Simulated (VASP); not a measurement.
A run of VASP 6.6.1 is set up as follows.

The input INCAR:

```
SYSTEM = WC
  PREC = Accurate
  ENCUT = 520
  EDIFF = 1E-6
  ISMEAR = 0
  SIGMA = 0.15
  LREAL = .False.
  LASPH = .True.
  NELM = 100
  ALGO = Normal
  ISIF = 2
  LWAVE = .False.
  LCHARG = .True.
  GGA = PE
  LELF = .True.
  LVHAR = .True.
  NBANDS = 16
```

File KPOINTS:

```
regular mesh
0
Gamma
  24 24 22
  0 0 0
```

POSCAR

```
WC
1.0
    2.6880299194      0.0000000000      0.0000000000
   -1.3440149597      2.3279021963      0.0000000000
    0.0000000000      0.0000000000      2.8470758817
W C
1 1
Direct
    0.0000000000      0.0000000000      0.0000000000
    0.6666666667      0.3333333333      0.5000000000
```

Potentials or basis: VASP PAW PBE potentials, release 64 (W_sv, C).

Command:

```console
$ cat potpaw_PBE.64/W_sv/POTCAR potpaw_PBE.64/C/POTCAR > POTCAR
$ mpirun -np 1 vasp_std > vasp.out
```

(1) Predict the pressure.

(2) What does it give for the band gap on the k mesh?

Answers

(1) 91.2 GPa.

(2) zero (band 9 reaches 13.95 eV, above the bottom of band 10 at 12.53 eV).

Caveat: the cell differs from its parent crystal (strain -0.080 along x and y, +0.000 along z); spin-orbit coupling is left out, which moves the levels of the heavy elements.
